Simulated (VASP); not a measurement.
# KF (Fm-3m) in VASP: single point with PBE

Aim: the single point of KF with PBE.

Program: VASP 6.6.1. These are calculated values, not measurements. Logs are shortened: lines on timing, memory, paths and dates and some standing lists are left out, and cuts for length are marked.

### 1 The cell of the first run

Symmetry: Fm-3m, No. 225, cubic system. Conventional cell: a = 5.344 Å, b = 5.344 Å, c = 5.344 Å, α = 90.00°, β = 90.00°, γ = 90.00°. Within 3.5 Å of K (site symmetry m-3m) lie 6 F at 2.67 Å. Within 3.5 Å of F (site symmetry m-3m) lie 6 K at 2.67 Å.

### 2 Single point, PBE

Input file INCAR:

```
SYSTEM = KF
PREC = Accurate
ENCUT = 520
EDIFF = 1E-7
ISMEAR = 0
SIGMA = 0.1
LREAL = .False.
LASPH = .True.
NELM = 100
ALGO = Normal
ISIF = 2
LWAVE = .False.
LCHARG = .True.
GGA = PE
LELF = .True.
LVHAR = .True.
NBANDS = 33
```

Input file KPOINTS:

```
regular mesh
0
Gamma
  6 6 2
  0 0 0
```

Input file POSCAR:

```
KF
1.0
    3.7785670000      0.0000000000      0.0000000000
   -1.8892830000      3.2723350000      0.0000000000
    0.0000000000      0.0000000000      9.2555600000
K F
3 3
Direct
    0.0000000000      0.0000000000      0.0000000000
    0.3333333300      0.6666666700      0.3333333300
    0.6666666700      0.3333333300      0.6666666700
    0.6666666700      0.3333333300      0.1666666700
    0.0000000000      0.0000000000      0.5000000000
    0.3333333300      0.6666666700      0.8333333300
```

Potentials or basis: VASP PAW PBE potentials, release 64 (K_sv, F).

Command:

```sh
$ cat potpaw_PBE.64/K_sv/POTCAR potpaw_PBE.64/F/POTCAR > POTCAR
$ mpirun -np 1 vasp_std > vasp.out
```

OUTCAR:

```text
SYSTEM = KF
   PREC = Accurate
   ENCUT = 520
   EDIFF = 1E-7
   ISMEAR = 0
   LREAL = .False.
   LASPH = .True.
   NELM = 100
   ISIF = 2
   GGA = PE

 ion  position               nearest neighbor table
   1  0.000  0.000  0.000-   4 2.67   6 2.67   6 2.67   4 2.67   4 2.67   6 2.67   2 3.78   3 3.78
                             2 3.78   3 3.78   2 3.78   3 3.78
   2  0.333  0.667  0.333-   5 2.67   4 2.67   4 2.67   5 2.67   4 2.67   5 2.67   1 3.78   1 3.78
                             3 3.78   3 3.78   1 3.78   3 3.78
   3  0.667  0.333  0.667-   5 2.67   6 2.67   6 2.67   5 2.67   6 2.67   5 2.67   1 3.78   1 3.78
                             2 3.78   2 3.78   1 3.78   2 3.78
   4  0.667  0.333  0.167-   1 2.67   2 2.67   2 2.67   1 2.67   2 2.67   1 2.67
   5  0.000  0.000  0.500-   2 2.67   3 2.67   2 2.67   3 2.67   3 2.67   2 2.67
   6  0.333  0.667  0.833-   1 2.67   3 2.67   3 2.67   1 2.67   3 2.67   1 2.67

  LATTYP: Found a hexagonal cell.
 ALAT       =     3.7785670000
 C/A-ratio  =     2.4494894493

  Lattice vectors:

 A1 = (   3.7785670000,   0.0000000000,   0.0000000000)
 A2 = (  -1.8892830000,   3.2723350000,   0.0000000000)
 A3 = (   0.0000000000,   0.0000000000,   9.2555600000)

Analysis of symmetry for initial positions (statically):
=====================================================================
 Subroutine PRICEL returns following result:

  LATTYP: Found a face centered cubic cell.
 ALAT       =     5.3437000980

  Lattice vectors:

 A1 = (   1.8892833144,  -1.0907783224,   3.0851866358)
 A2 = (   0.0000003144,   2.1815566776,   3.0851866358)
 A3 = (  -1.8892836289,  -1.0907783551,   3.0851867284)

   3 primitive cells build up your supercell.

 Routine SETGRP: Setting up the symmetry group for a
 hexagonal supercell.

 Subroutine GETGRP returns: Found 12 space group operations
 (whereof 12 operations were pure point group operations)
 out of a pool of 24 trial point group operations.

The static configuration has the point symmetry D_3d.

Analysis of symmetry for dynamics (positions and initial velocities):
=====================================================================
 Subroutine PRICEL returns following result:

  LATTYP: Found a face centered cubic cell.
 ALAT       =     5.3437000980

  Lattice vectors:

 A1 = (   1.8892833144,  -1.0907783224,   3.0851866358)
 A2 = (   0.0000003144,   2.1815566776,   3.0851866358)
 A3 = (  -1.8892836289,  -1.0907783551,   3.0851867284)

   3 primitive cells build up your supercell.

 Routine SETGRP: Setting up the symmetry group for a
 hexagonal supercell.

 Subroutine GETGRP returns: Found 12 space group operations
 (whereof 12 operations were pure point group operations)
 out of a pool of 24 trial point group operations.

The dynamic configuration has the point symmetry D_3d.

 Subroutine INISYM returns: Found 12 space group operations
 (whereof 12 operations are pure point group operations),
 and found     3 'primitive' translations

----------------------------------------------------------------------------------------

                                     Primitive cell

  volume of cell :      38.1475

  direct lattice vectors                    reciprocal lattice vectors
     1.889283314 -1.090778322  3.085186636     0.264650602 -0.152796128  0.108043165
     0.000000314  2.181556678  3.085186636     0.000000000  0.305592184  0.108043165
    -1.889283629 -1.090778355  3.085186728    -0.264650594 -0.152796052  0.108043165

  length of vectors
     3.778566576  3.778566675  3.778566818     0.324129485  0.324129463  0.324129443

  position of ions in fractional coordinates (direct lattice)
     0.000000000  0.000000000  0.000000000
     0.500000030  0.500000000  0.500000000

  ion indices of the primitive-cell ions
   primitive index   ion index
                 1           1
                 2           4

----------------------------------------------------------------------------------------

 KPOINTS: regular mesh

Automatic generation of k-mesh.
 Grid dimensions read from file:
 generate k-points for:    6    6    2

 Generating k-lattice:

  Cartesian coordinates                     Fractional coordinates (reciprocal lattice)
     0.044108432  0.025466009  0.000000000     0.166666667  0.000000000  0.000000000
     0.000000000  0.050932031  0.000000000     0.000000000  0.166666667  0.000000000
     0.000000000  0.000000000  0.054021583     0.000000000  0.000000000  0.500000000

  Length of vectors
     0.050932027  0.050932031  0.054021583

  Shift w.r.t. Gamma in fractional coordinates (k-lattice)
     0.000000000  0.000000000  0.000000000

 Subroutine IBZKPT returns following result:
 ===========================================

 Found     14 irreducible k-points:

 Following reciprocal coordinates:
            Coordinates               Weight
  0.000000  0.000000  0.000000      1.000000
  0.166667 -0.000000  0.000000      6.000000
  0.333333 -0.000000  0.000000      6.000000
  0.500000  0.000000  0.000000      3.000000
  0.166667  0.166667  0.000000      6.000000
  0.333333  0.166667  0.000000     12.000000
  0.333333  0.333333  0.000000      2.000000
  0.000000  0.000000  0.500000      1.000000
  0.166667 -0.000000  0.500000      6.000000
  0.333333 -0.000000  0.500000      6.000000
  0.500000  0.000000  0.500000      3.000000
  0.166667  0.166667  0.500000      6.000000
  0.333333  0.166667  0.500000     12.000000
  0.333333  0.333333  0.500000      2.000000
   k-points           NKPTS =     14   k-points in BZ     NKDIM =     14   number of bands    NBANDS=     33
   number of dos      NEDOS =    301   number of ions     NIONS =      6
   total plane-waves  NPLWV =  54880
   dimension x,y,z NGX =    28 NGY =   28 NGZ =   70
   dimension x,y,z NGXF=    56 NGYF=   56 NGZF=  140
   ions per type =               3   3
   NGX,Y,Z   is equivalent  to a cutoff of  12.32, 12.32, 12.57 a.u.
   NGXF,Y,Z  is equivalent  to a cutoff of  24.64, 24.64, 25.15 a.u.
 SYSTEM =  KF
   PREC   = accura    normal or accurate (medium, high low for compatibility)
   ISTART =      0    job   : 0-new  1-cont  2-samecut
   ICHARG =      2    charge: 1-file 2-atom 10-const
   ISPIN  =      1    spin polarized calculation?
   LNONCOLLINEAR =      F non collinear calculations
   LSORBIT =      F    spin-orbit coupling
   LASPH  =      T    aspherical Exc in radial PAW
   ENCUT  =  520.0 eV  38.22 Ry    6.18 a.u.   7.03  7.03 17.21*2*pi/ulx,y,z
   NELM   =    100;   NELMIN=  2; NELMDL= -5     # of ELM steps
   EDIFF  = 0.1E-06   stopping-criterion for ELM
   LREAL  =      F    real-space projection
   EDIFFG = 0.1E-05   stopping-criterion for IOM
   NSW    =      0    number of steps for IOM
   IBRION =     -1    ionic relax: 0-MD 1-quasi-New 2-CG
   NFREE  =      0    steps in history (QN), initial steepest desc. (CG)
   ISIF   =      2    stress and relaxation
   ISYM   =      2    0-nonsym 1-usesym 2-fastsym
   POTIM  = 0.5000    time-step for ionic-motion
   TEBEG  =    0.0;   TEEND  =   0.0 temperature during run
   PSTRESS=    0.0 pullay stress
   NELECT =      48.0000    total number of electrons
   NUPDOWN=      -1.0000    fix difference up-down
   EMIN   =  10.00;   EMAX   =-10.00  energy-range for DOS
   EFERMI =   0.00;   METHOD = LEGACY
   ISMEAR =     0;   SIGMA  =   0.10  broadening in eV -4-tet -1-fermi 0-gaus
   EFERMI_NEDOS =   21; number of points for ismear=-14 and -15
   IALGO  =     38    algorithm
   IMIX   =      4    mixing-type and parameters
     AMIX     =   0.40;   BMIX     =  1.00
     AMIX_MAG =   1.60;   BMIX_MAG =  1.00
  volume/ion in A,a.u.               =      19.07       128.72
  Fermi-wavevector in a.u.,A,eV,Ry     =   1.225442  2.315749 20.431975  1.501708
  Thomas-Fermi vector in A             =   2.360480
   LORBIT       =      0    0 simple, 1 ext, 2 COOP (PROOUT), +10 PAW based schemes
   GGA     = PE    functional components
   LHFCALC =     F    Hartree Fock is set to
   AEXX    =    0.0000 exact exchange contribution
   IVDW    =     0    specifies the selected vdW correction
   LEPSILON=     F    determine dielectric tensor
   LRPA    =     F    only Hartree local field effects (RPA)
 non-spin polarized calculation
 Gauss-broadening in eV      SIGMA  =   0.10
  energy-cutoff  :      520.00
  volume of cell :      114.44
 maximum number of plane-waves:      3098
   NGX = 15   NGY = 15   NGZ = 35

 number of electron      48.0000008 magnetization

 Free energy of the ion-electron system (eV)
  ---------------------------------------------------
  ext. energy  EPLUGINS =         0.00000000
  ---------------------------------------------------
  free energy    TOTEN  =       -24.87036349 eV

  energy without entropy =      -24.87036349  energy(sigma->0) =      -24.87036349

 E-fermi :  -2.2633     XC(G=0):  -8.4037

 val. band max:       -2.8046285810   @ k =   0.0000   0.0000   0.0000
 cond. band min:       3.3612245704   @ k =   0.0000   0.0000   0.0000
 fundamental gap:      6.1658531514
 Fermi energy:        -2.2632565637

 k-point     1 :       0.0000    0.0000    0.0000
  band No.  band energies     occupation
      1     -28.9419      2.00000
      2     -28.8711      2.00000
      3     -28.8711      2.00000
      4     -21.5266      2.00000
      5     -21.5266      2.00000
      6     -21.4603      2.00000
[... 25 lines left out ...]
     32       7.8748      0.00000
     33       8.9554      0.00000

 k-point     2 :       0.1667   -0.0000    0.0000
  band No.  band energies     occupation
      1     -28.9209      2.00000
      2     -28.8603      2.00000
      3     -28.8600      2.00000
      4     -21.5233      2.00000
      5     -21.5171      2.00000
      6     -21.4797      2.00000
[... 25 lines left out ...]
     32       8.2676      0.00000
     33       8.9857      0.00000

 k-point     3 :       0.3333   -0.0000    0.0000
  band No.  band energies     occupation
      1     -28.8754      2.00000
      2     -28.8412      2.00000
      3     -28.8376      2.00000
      4     -21.5262      2.00000
      5     -21.5148      2.00000
      6     -21.4923      2.00000
[... 25 lines left out ...]
     32       8.9321      0.00000
     33       9.0726      0.00000

 k-point     4 :       0.5000    0.0000    0.0000
  band No.  band energies     occupation
      1     -28.8420      2.00000
      2     -28.8420      2.00000
      3     -28.8265      2.00000
      4     -21.5310      2.00000
      5     -21.5310      2.00000
      6     -21.4777      2.00000
[... 25 lines left out ...]
     32       9.0635      0.00000
     33       9.0635      0.00000

 k-point     5 :       0.1667    0.1667    0.0000
  band No.  band energies     occupation
      1     -28.8877      2.00000
      2     -28.8442      2.00000
      3     -28.8442      2.00000
      4     -21.5121      2.00000
      5     -21.5121      2.00000
      6     -21.5054      2.00000
[... 244 lines left out ...]
 k-point    12 :       0.1667    0.1667    0.5000
  band No.  band energies     occupation
      1     -28.8733      2.00000
      2     -28.8733      2.00000
      3     -28.8296      2.00000
      4     -21.5139      2.00000
      5     -21.5079      2.00000
      6     -21.5078      2.00000
[... 25 lines left out ...]
     32       9.0921      0.00000
     33       9.0932      0.00000

 k-point    13 :       0.3333    0.1667    0.5000
  band No.  band energies     occupation
      1     -28.8456      2.00000
      2     -28.8403      2.00000
      3     -28.8247      2.00000
      4     -21.5330      2.00000
      5     -21.5055      2.00000
      6     -21.5007      2.00000
[... 25 lines left out ...]
     32       8.8901      0.00000
     33       9.0900      0.00000

 k-point    14 :       0.3333    0.3333    0.5000
  band No.  band energies     occupation
      1     -28.8296      2.00000
      2     -28.8296      2.00000
      3     -28.8296      2.00000
      4     -21.5139      2.00000
      5     -21.5139      2.00000
      6     -21.5139      2.00000
[... 25 lines left out ...]
     32       8.6332      0.00000
     33       8.6332      0.00000

------------------------ aborting loop because EDIFF is reached ----------------------------------------

  FORCE on cell =-STRESS in cart. coord.  units (eV):
  Direction    XX          YY          ZZ          XY          YZ          ZX
  --------------------------------------------------------------------------------------
  -------------------------------------------------------------------------------------
  Total        1.0137987      1.0137987      1.0148697      0.0000002      0.0000000     -0.0000000
  in kB       14.1930168     14.1930167     14.2080109      0.0000022      0.0000000     -0.0000000
  external PRESSURE =      14.1980148 kB  Pullay stress =       0.0000000 kB

 VOLUME and BASIS-vectors are now :
 -----------------------------------------------------------------------------
  energy-cutoff  :      520.00
  volume of cell :      114.44
      direct lattice vectors                 reciprocal lattice vectors
     3.778567000  0.000000000  0.000000000     0.264650594  0.152796052  0.000000000
    -1.889283000  3.272335000  0.000000000     0.000000000  0.305592184  0.000000000
     0.000000000  0.000000000  9.255560000     0.000000000  0.000000000  0.108043165

 POSITION                                       TOTAL-FORCE (eV/Angst)
 -----------------------------------------------------------------------------------
      0.00000      0.00000      0.00000        -0.000000     -0.000000     -0.000000
      0.00000      2.18156      3.08519        -0.000000     -0.000000     -0.000000
      1.88928      1.09078      6.17037        -0.000000      0.000000      0.000000
      1.88928      1.09078      1.54259         0.000000     -0.000000     -0.000000
      0.00000      0.00000      4.62778         0.000000     -0.000000     -0.000000
      0.00000      2.18156      7.71297        -0.000000     -0.000000     -0.000000
 -----------------------------------------------------------------------------------
    total drift:                                0.000000     -0.000000      0.000000

  FREE ENERGIE OF THE ION-ELECTRON SYSTEM (eV)
  ---------------------------------------------------
  free  energy   TOTEN  =       -24.8703634885 eV

  energy  without entropy=      -24.8703634885  energy(sigma->0) =      -24.87036349
```

It took 48 s on 1 thread of Intel Xeon 6975P-C (Granite Rapids), shared host; peak memory 0.23 GiB.

Results:

| Property | Result |
| --- | --- |
| Free energy | -24.8704 eV |
| Pressure | 1.4 GPa |
| Band gap on the k mesh | 6.17 eV |
